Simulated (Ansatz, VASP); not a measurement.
NaI: VASP beside Ansatz

```xyz
2
Lattice="0.0000 3.2642 3.2642 3.2642 0.0000 3.2642 3.2642 3.2642 0.0000" Properties=species:S:1:pos:R:3 pbc="T T T"
Na    0.0000    0.0000    0.0000
I     3.2642    3.2642    3.2642
```

Alike in both runs: functional PBE; k mesh 11 × 11 × 11; occupations fermi-dirac, width 0.08 eV; no spin polarisation.

Ansatz relaxed the structure, and its values are those at the end. VASP's run is a single point on that final structure, the one shown.

|  | VASP | Ansatz |
| --- | --- | --- |
| version | VASP 6.6.1 | Ansatz 0.2.0 |
| potentials or method | VASP PAW PBE potentials, release 64 (Na_pv, I) | PAW with Ansatz's default frozen-core files, scalar-relativistic |
| plane-wave cutoff (eV) | 520 | 420 |
| valence electrons in the cell | 14 | 26 |

|  | VASP | Ansatz | Ansatz less VASP |
| --- | --- | --- | --- |
| pressure (GPa) | 0.0 | 0.0 | -0.02 |

VASP's potentials hold 14 valence electrons a cell and Ansatz's 26, so a difference there can come from the potentials and not from the codes.

Spin-orbit coupling is off throughout.
